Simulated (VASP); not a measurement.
Write the native input for VASP 6.6.1 that does the following.

```yaml
Task: single point
Functional: r2SCAN
Potentials_or_basis: VASP PAW PBE potentials, release 64 (Sr_sv, Ti_sv, O)
Cutoff: 520 eV
k_mesh: 6 × 6 × 6
Occupations: gaussian, width 0.1 eV
Spin: collinear spin
Starting_moments: "[0.0, 1.0, 0.0, 0.0, 0.0] μB"
Dipole_correction: no
Further_INCAR_settings: ALGO = Normal; EDIFF = 1e-06; NBANDS = 32
```

SrTiO3:

```
Sr Ti O
1.0
     3.90528    0.00000    0.00000
     0.00000    3.90528    0.00000
     0.00000    0.00000    3.90528
Sr Ti O
1 1 3
Direct
  0.50000 0.50000 0.50000
  0.00000 0.00000 0.00000
  0.50000 0.00000 0.00000
  0.00000 0.50000 0.00000
  0.00000 0.00000 0.50000
```

These files were run (other wordings do the same):

POSCAR

```
SrTiO3
1.0
    3.9052800000      0.0000000000      0.0000000000
    0.0000000000      3.9052800000      0.0000000000
    0.0000000000      0.0000000000      3.9052800000
Sr Ti O
1 1 3
Direct
    0.5000000000      0.5000000000      0.5000000000
    0.0000000000      0.0000000000      0.0000000000
    0.5000000000      0.0000000000      0.0000000000
    0.0000000000      0.5000000000      0.0000000000
    0.0000000000      0.0000000000      0.5000000000
```

INCAR.step1

```
  PREC = Accurate
  ENCUT = 520
  ISMEAR = 0
  SIGMA = 0.1
  LREAL = False
  LASPH = True
  NELM = 150
  ISPIN = 2
  MAGMOM = 0 1 0 0 0
  LMAXMIX = 4
  NBANDS = 32
  GGA = PE
  ALGO = Normal
  EDIFF = 1E-4
  LWAVE = True
  LCHARG = False
```

INCAR.step2

```
  PREC = Accurate
  ENCUT = 520
  EDIFF = 1E-6
  ISMEAR = 0
  SIGMA = 0.1
  LREAL = False
  LASPH = True
  NELM = 150
  ALGO = Normal
  ISIF = 2
  LWAVE = False
  LCHARG = True
  ISPIN = 2
  MAGMOM = 0 1 0 0 0
  LORBIT = 11
  LMAXMIX = 4
  METAGGA = R2SCAN
  LMIXTAU = True
  LELF = True
  LVHAR = True
  NBANDS = 32
  ISTART = 1
```

KPOINTS

```
regular mesh
0
Gamma
  6 6 6
```

Potentials or basis: VASP PAW PBE potentials, release 64 (Sr_sv, Ti_sv, O).

The run is started by

```sh
$ cat potpaw_PBE.64/Sr_sv/POTCAR potpaw_PBE.64/Ti_sv/POTCAR potpaw_PBE.64/O/POTCAR > POTCAR
$ cp INCAR.step1 INCAR
$ mpirun -np 1 vasp_std > vasp.out
$ cp INCAR.step2 INCAR
$ mpirun -np 1 vasp_std > vasp.out
```

Results of the run:

The pressure is 1.2 GPa, the band gap on the k mesh is 2.28 eV (least direct gap 2.66 eV) and the net moment is 0.00 μB per cell. The valence electrons inside the program's atomic spheres are Sr 8.07; Ti 10.24; O 5.09.

Caveat: the PAW data sets were made with another functional, which shifts forces and pressure a little.

It took 7.5 min on 1 thread of Intel Xeon 8259CL, on a shared host, peak memory 0.2 GiB.
